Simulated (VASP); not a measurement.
# AlN: single point with PBE

**What was measured.**

From “Self-assembly of well-separated AlN nanowires directly on sputtered metallic TiN films”, 2019, arxiv:1910.07391, for a bulk crystal of AlN at 10 K: band gap 6.034 eV (an exciton energy, a little under the gap).

AlN:

```
CELL_PARAMETERS angstrom
3.22380 0.00000 0.00000
-1.61190 2.79189 0.00000
0.00000 0.00000 4.61560
ATOMIC_POSITIONS crystal
Al 0.33333 0.66667 0.98721
Al 0.66667 0.33333 0.48721
N 0.33333 0.66667 0.39779
N 0.66667 0.33333 0.89779
```

```yaml
Program: VASP 6.6.1
Task: single point
Functional: PBE
Potentials_or_basis: VASP PAW PBE potentials, release 64 (Al, N)
Cutoff: 520 eV
k_mesh: 9 × 9 × 6
Occupations: gaussian, width 0.05 eV
Spin: no spin polarisation
```

```yaml
Pressure: 1.7 GPa
Band_gap_on_the_k_mesh: 3.53 eV, direct
```

Stress tensor (GPa, compression positive):
```
-4.48  0.00  0.00
 0.00 -4.48  0.00
 0.00  0.00 13.93
```

Levels at points of the mesh, in eV from the valence-band top:
```tsv
k point	band 5	band 6	band 7	band 8	band 9	band 10	band 11	band 12
(0.00, 0.00, 0.00)	-2.11	-1.08	-1.08	0.00	3.53	5.14	9.47	9.47
(0.00, 0.00, 0.50)	-1.61	-1.61	-1.61	-1.61	5.62	5.62	9.78	9.78
```

Wall time 15 s on 1 thread of AMD EPYC 9R45 (Zen 5), on a shared host, peak memory 0.13 GiB.

Measured gap of AlN: 6.034 eV (an exciton energy, a little under the gap; 10 K; quoted in “Self-assembly of well-separated AlN nanowires directly on sputtered metallic TiN films”, 2019, arxiv:1910.07391). This calculation gives 3.53 eV (-2.51 eV). 2 values of this kind are on record (6.034 to 6.0343 eV); this one was drawn at random. The value is that of PBE, without temperature or zero-point motion. Semilocal functionals fall short of measured gaps as a rule.
